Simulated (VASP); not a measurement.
Here is a VASP 6.6.1 calculation.

File INCAR:

```
  ALGO = Normal
  EDIFF = 1E-6
  EDIFFG = -0.04
  ENCUT = 600
  GGA = PE
  IBRION = 2
  ISIF = 3
  ISMEAR = 0
  LASPH = T
  LCHARG = F
  LREAL = F
  LWAVE = F
  NELM = 80
  NSW = 90
  PREC = Accurate
  SIGMA = 0.1
```

The input KPOINTS:

```
k-points
0
Gamma
  6 6 6
```

POSCAR

```
Sc2GeTe2
1.0
   -2.3722802300      2.3722802300      5.4376543600
    2.3722802300     -2.3722802300      5.4376543600
    2.3722802300      2.3722802300     -5.4376543600
Sc Ge Te
2 1 2
Direct
    0.6292707300      0.6292707300      0.0000000000
    0.3707292700      0.3707292700      0.0000000000
    0.0000000000      0.0000000000      0.0000000000
    0.7500000000      0.2500000000      0.5000000000
    0.2500000000      0.7500000000      0.5000000000
```

Potentials or basis: VASP PAW PBE potentials, release 64 (Sc_sv, Ge_d, Te).

Launch:

```console
$ cat potpaw_PBE.64/Sc_sv/POTCAR potpaw_PBE.64/Ge_d/POTCAR potpaw_PBE.64/Te/POTCAR > POTCAR
$ mpirun -np 1 vasp_std > vasp.out
```

(1) Predict the space group after relaxing (to 0.1 Å).

(2) What does it give for the band gap on the k mesh?

(3) Estimate the relaxed volume.

(4) Estimate the relaxed cell.

Results:

(1) I4/mmm (No. 139).

(2) zero (bands 24 and 25 overlap by 0.60 eV).

(3) 30.60 Å³/atom.

(4) a = 7.014 Å, b = 7.014 Å, c = 7.014 Å, α = 137.97°, β = 137.97°, γ = 60.95°.

Caveat: the volume moved by over 15 % at a fixed basis, so the end points are rough; spin-orbit coupling is left out, which moves the levels of the heavy elements.
